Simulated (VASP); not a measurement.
# TaN (P-62m) in VASP: single point with PBEsol

Aim: the single point of TaN with PBEsol.

Everything below comes from runs of VASP 6.6.1. Logs are shortened: lines on timing, memory, paths and dates and some standing lists are left out, and cuts for length are marked.

**1. The cell of the first run**

The structure is hexagonal, space group P-62m (No. 189). The conventional cell has a = 5.179 Å, b = 5.179 Å, c = 2.895 Å, α = 90.00°, β = 90.00°, γ = 120.00°. Within 2.7 Å of Ta (site symmetry -62m) lie 3 N at 2.04 Å. Ta (site symmetry -6) has 6 N at 2.15 Å and 5 Ta at 2.90 to 2.99 Å within 3.0 Å. Within 2.9 Å of N (site symmetry m2m) lie 5 Ta at 2.04 to 2.15 Å and 6 N at 2.76 to 2.90 Å.

**2. Single point, PBEsol**

File INCAR:

```
SYSTEM = TaN
PREC     = Accurate       ! precision mode
ENCUT    = 700            ! plane-wave cutoff, eV
EDIFF    = 1E-6           ! SCF threshold, eV
ISMEAR   = -1             ! smearing method
SIGMA    = 0.15           ! smearing width, eV
LREAL    = .FALSE.        ! projectors in reciprocal space
LASPH    = .TRUE.         ! aspherical terms in the spheres
NELM     = 120            ! most SCF steps
ALGO     = Normal         ! electronic algorithm
ISIF     = 2              ! what is computed and relaxed
LWAVE    = .FALSE.        ! write WAVECAR
LCHARG   = .FALSE.        ! write CHGCAR
GGA      = PS             ! functional
NBANDS   = 36             ! bands
GGA_COMPAT= .FALSE.
```

File KPOINTS:

```
Automatic mesh
0
G
  9 9 12
  0 0 0
```

File POSCAR:

```
TaN
1.0
    5.1791618387      0.0000000000      0.0000000000
   -2.5895809194      4.4852857226      0.0000000000
    0.0000000000      0.0000000000      2.8953257831
Ta N
3 3
Direct
    0.0000000000      0.0000000000      0.0000000000
    0.3333333333      0.6666666667      0.5000000000
    0.6666666667      0.3333333333      0.5000000000
    0.3933337250      0.0000000000      0.0000000000
    0.6066662750      0.6066662750      0.0000000000
    0.0000000000      0.3933337250      0.0000000000
```

Potentials or basis: VASP PAW PBE potentials, release 64 (Ta_sv_GW, N).

On the command line:

```console
$ cat potpaw_PBE.64/Ta_sv_GW/POTCAR potpaw_PBE.64/N/POTCAR > POTCAR
$ mpirun -np 1 vasp_std > vasp.out
```

OUTCAR:

```text
SYSTEM = TaN
   PREC = Accurate
   ENCUT = 700
   EDIFF = 1E-6
   ISMEAR = -1
   LREAL = .FALSE.
   LASPH = .TRUE.
   NELM = 120
   ISIF = 2
   GGA = PS

 ion  position               nearest neighbor table
   1  0.000  0.000  0.000-   5 2.04   4 2.04   6 2.04
   2  0.333  0.667  0.500-   4 2.15   4 2.15   6 2.15   6 2.15   5 2.15   5 2.15   3 2.99   3 2.99
                             3 2.99
   3  0.667  0.333  0.500-   6 2.15   6 2.15   4 2.15   4 2.15   5 2.15   5 2.15   2 2.99   2 2.99
                             2 2.99
   4  0.393  0.000  0.000-   1 2.04   2 2.15   2 2.15   3 2.15   3 2.15
   5  0.607  0.607  0.000-   1 2.04   2 2.15   2 2.15   3 2.15   3 2.15
   6  0.000  0.393  0.000-   1 2.04   3 2.15   3 2.15   2 2.15   2 2.15

  LATTYP: Found a hexagonal cell.
 ALAT       =     5.1791618387
 C/A-ratio  =     0.5590336570

  Lattice vectors:

 A1 = (   5.1791618387,   0.0000000000,   0.0000000000)
 A2 = (  -2.5895809194,   4.4852857226,   0.0000000000)
 A3 = (   0.0000000000,   0.0000000000,   2.8953257831)

Analysis of symmetry for initial positions (statically):
=====================================================================
 Subroutine PRICEL returns:
 Original cell was already a primitive cell.

 Routine SETGRP: Setting up the symmetry group for a
 hexagonal supercell.

 Subroutine GETGRP returns: Found 12 space group operations
 (whereof 12 operations were pure point group operations)
 out of a pool of 24 trial point group operations.

The static configuration has the point symmetry D_3h.

Analysis of symmetry for dynamics (positions and initial velocities):
=====================================================================
 Subroutine PRICEL returns:
 Original cell was already a primitive cell.

 Routine SETGRP: Setting up the symmetry group for a
 hexagonal supercell.

 Subroutine GETGRP returns: Found 12 space group operations
 (whereof 12 operations were pure point group operations)
 out of a pool of 24 trial point group operations.

The dynamic configuration has the point symmetry D_3h.

 Subroutine INISYM returns: Found 12 space group operations
 (whereof 12 operations are pure point group operations),
 and found     1 'primitive' translations

----------------------------------------------------------------------------------------

                                     Primitive cell

[... 99 lines left out ...]
   LREAL  =      F    real-space projection
   EDIFFG = 0.1E-04   stopping-criterion for IOM
   NSW    =      0    number of steps for IOM
   IBRION =     -1    ionic relax: 0-MD 1-quasi-New 2-CG
   NFREE  =      0    steps in history (QN), initial steepest desc. (CG)
   ISIF   =      2    stress and relaxation
   ISYM   =      2    0-nonsym 1-usesym 2-fastsym
   POTIM  = 0.5000    time-step for ionic-motion
   TEBEG  =    0.0;   TEEND  =   0.0 temperature during run
   PSTRESS=    0.0 pullay stress
   NELECT =      54.0000    total number of electrons
   NUPDOWN=      -1.0000    fix difference up-down
   EMIN   =  10.00;   EMAX   =-10.00  energy-range for DOS
   EFERMI =   0.00;   METHOD = LEGACY
   ISMEAR =    -1;   SIGMA  =   0.15  broadening in eV -4-tet -1-fermi 0-gaus
   EFERMI_NEDOS =   21; number of points for ismear=-14 and -15
   IALGO  =     38    algorithm
   IMIX   =      4    mixing-type and parameters
     AMIX     =   0.40;   BMIX     =  1.00
     AMIX_MAG =   1.60;   BMIX_MAG =  1.00
  volume/ion in A,a.u.               =      11.21        75.65
  Fermi-wavevector in a.u.,A,eV,Ry     =   1.521565  2.875340 31.499650  2.315159
  Thomas-Fermi vector in A             =   2.630263
   LORBIT       =      0    0 simple, 1 ext, 2 COOP (PROOUT), +10 PAW based schemes
   GGA     = PS    functional components
   LHFCALC =     F    Hartree Fock is set to
   AEXX    =    0.0000 exact exchange contribution
   IVDW    =     0    specifies the selected vdW correction
   LEPSILON=     F    determine dielectric tensor
   LRPA    =     F    only Hartree local field effects (RPA)
 non-spin polarized calculation
  energy-cutoff  :      700.00
  volume of cell :       67.26
 maximum number of plane-waves:      2868
 NGX is ok and might be reduce to    48
   NGX = 23   NGY = 23   NGZ = 13

 number of electron      53.9999998 magnetization

 Free energy of the ion-electron system (eV)
  ---------------------------------------------------
  ext. energy  EPLUGINS =         0.00000000
  ---------------------------------------------------
  free energy    TOTEN  =       -79.10609113 eV

  energy without entropy =      -79.05532256  energy(sigma->0) =      -79.08070684

 E-fermi :  12.3424     XC(G=0): -13.5730

 val. band max:       12.2934030834   @ k =   0.2222   0.0000   0.1667
 cond. band min:      12.3839995467   @ k =   0.1111   0.1111   0.0833
 fundamental gap:      0.0905964632
 Fermi energy:        12.3424347870

 k-point     1 :       0.0000    0.0000    0.0000
  band No.  band energies     occupation
      1     -57.0323      2.00000
      2     -56.9852      2.00000
      3     -56.4097      2.00000
      4     -23.8128      2.00000
      5     -23.8128      2.00000
      6     -23.4500      2.00000
[... 925 lines left out ...]
     35      16.1675      0.00000
     36      16.1675      0.00000

 [... further k-points ...]

------------------------ aborting loop because EDIFF is reached ----------------------------------------

  FORCE on cell =-STRESS in cart. coord.  units (eV):
  Direction    XX          YY          ZZ          XY          YZ          ZX
  --------------------------------------------------------------------------------------
  -------------------------------------------------------------------------------------
  Total        0.0810722      0.0810722      0.0528161     -0.0000000      0.0000000      0.0000000
  in kB        1.9312366      1.9312366      1.2581423     -0.0000000      0.0000000      0.0000000
  external PRESSURE =       1.7068718 kB  Pullay stress =       0.0000000 kB

 VOLUME and BASIS-vectors are now :
 -----------------------------------------------------------------------------
  energy-cutoff  :      700.00
  volume of cell :       67.26
      direct lattice vectors                 reciprocal lattice vectors
     5.179161839  0.000000000  0.000000000     0.193081435  0.111475618  0.000000000
    -2.589580919  4.485285723  0.000000000     0.000000000  0.222951237  0.000000000
     0.000000000  0.000000000  2.895325783     0.000000000  0.000000000  0.345384276

 POSITION                                       TOTAL-FORCE (eV/Angst)
 -----------------------------------------------------------------------------------
      0.00000      0.00000      0.00000         0.000000     -0.000000     -0.000000
     -0.00000      2.99019      1.44766         0.000000     -0.000000     -0.000000
      2.58958      1.49510      1.44766         0.000000     -0.000000     -0.000000
      2.03714      0.00000      0.00000         0.000437     -0.000000      0.000000
      1.57101      2.72107      0.00000        -0.000219     -0.000379     -0.000000
     -1.01857      1.76421      0.00000        -0.000219      0.000379     -0.000000
 -----------------------------------------------------------------------------------
    total drift:                               -0.000000     -0.000000      0.000000

  FREE ENERGIE OF THE ION-ELECTRON SYSTEM (eV)
  ---------------------------------------------------
  free  energy   TOTEN  =       -79.1060911270 eV

  energy  without entropy=      -79.0553225560  energy(sigma->0) =      -79.08070684
```

stdout:

```text
POSCAR found type information on POSCAR TaN
 POSCAR found :  2 types and       6 ions
 scaLAPACK will be used
 -----------------------------------------------------------------------------
|                                                                             |
|                                                                             |
|     You enforced a specific xc type in the INCAR file but a different       |
|     I HOPE YOU KNOW WHAT YOU ARE DOING!                                     |
|                                                                             |
 -----------------------------------------------------------------------------

 LDA part: xc-table for (Slater+PW92), standard interpolation
 POSCAR, INCAR and KPOINTS ok, starting setup
 FFT: planning ... GRIDC
 FFT: planning ... GRID_SOFT
 FFT: planning ... GRID
 WAVECAR not read
 entering main loop
```

Wall time 7.6 min (1 thread of Intel Xeon Platinum 8259CL at 2.50GHz (Skylake/Cascade Lake), shared host); peak memory 0.42 GiB.

What came out:

```
Free energy            : -79.1061 eV
Pressure               : 0.2 GPa
Band gap on the k mesh : zero (bands 27 and 28 overlap by 3.22 eV)
```

Caveat: the PAW data sets were made with another functional, which shifts forces and pressure a little; spin-orbit coupling is left out, which moves the levels of the heavy elements.

The gap in the log of VASP goes by the Fermi energy; the results here count the filled bands.